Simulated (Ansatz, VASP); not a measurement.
# One calculation of AlN, two programs

The input INCAR:

```
SYSTEM = AlN
PREC = Accurate
ENCUT = 520
EDIFF = 1E-7
ISMEAR = 0
SIGMA = 0.05
LREAL = .False.
LASPH = .True.
NELM = 100
ALGO = Normal
ISIF = 2
LWAVE = .False.
LCHARG = .True.
GGA = CA
LELF = .True.
LVHAR = .True.
NBANDS = 16
```

The input KPOINTS:

```
Automatic mesh
0
Gamma
  9 9 6
  0 0 0
```

POSCAR

```
AlN
1.0
    3.0887424016      0.0000000000      0.0000000000
   -1.5443712008      2.6749293856      0.0000000000
    0.0000000000      0.0000000000      4.9437688231
Al N
2 2
Direct
    0.3207040101      0.6859568955      0.0015212672
    0.6792959899      0.3140431045      0.5015212672
    0.3446028857      0.6494533735      0.3834787328
    0.6553971143      0.3505466265      0.8834787328
```

Input for Ansatz:

```yaml
crystal:
  lattice:
    - [3.0887424016, 0.0, 0.0]
    - [-1.5443712008, 2.6749293856, 0.0]
    - [0.0, 0.0, 4.9437688231]
  atoms:
    - { symbol: Al, position: [0.3207040101, 0.6859568955, 0.0015212672] }
    - { symbol: Al, position: [0.6792959899, 0.3140431045, 0.5015212672] }
    - { symbol: "N", position: [0.3446028857, 0.6494533735, 0.3834787328] }
    - { symbol: "N", position: [0.6553971143, 0.3505466265, 0.8834787328] }
basis:
  ecutwfc: 520.0
kpoints:
  mp_grid: { grid: [9, 9, 6] }
hamiltonian:
  xc: lda
scf:
  occupations: { method: gaussian, width: 0.05 }
output:
  forces: true
  stress: true
  eigenvalues: true
```

Change from the starting cell: mode 4 frozen in at -0.069 Å and mode 5 at +0.052 Å (largest displacements).

Alike in both runs: task single point; functional LDA; k mesh 9 × 9 × 6; occupations gaussian, width 0.05 eV; no spin polarisation.

|  | VASP | Ansatz |
| --- | --- | --- |
| version | VASP 6.6.1 | Ansatz 0.2.0 |
| potentials or method | VASP PAW LDA potentials, release 64 (Al, N), cutoff 520 eV | scalar-relativistic, plane waves, PAW |
| valence electrons in the cell | 16 | 16 |

```csv
,VASP,Ansatz,Ansatz less VASP
gap on the k mesh at the Fermi level (eV),4.33,4.33,-0.005
least direct gap on the mesh (eV),4.33,4.33,-0.005
pressure (GPa),0.4,-0.2,-0.62
"traceless stress, the component that is largest in VASP (GPa)",0.15,0.19,+0.040
rms of the force components (eV/Å),0.213,0.213,+0.0002
```

LDA's correlation is that of Perdew and Zunger in VASP and of Perdew and Wang (1992) in Ansatz. Atom by atom the forces differ by 0.002 eV/Å (rms over components).
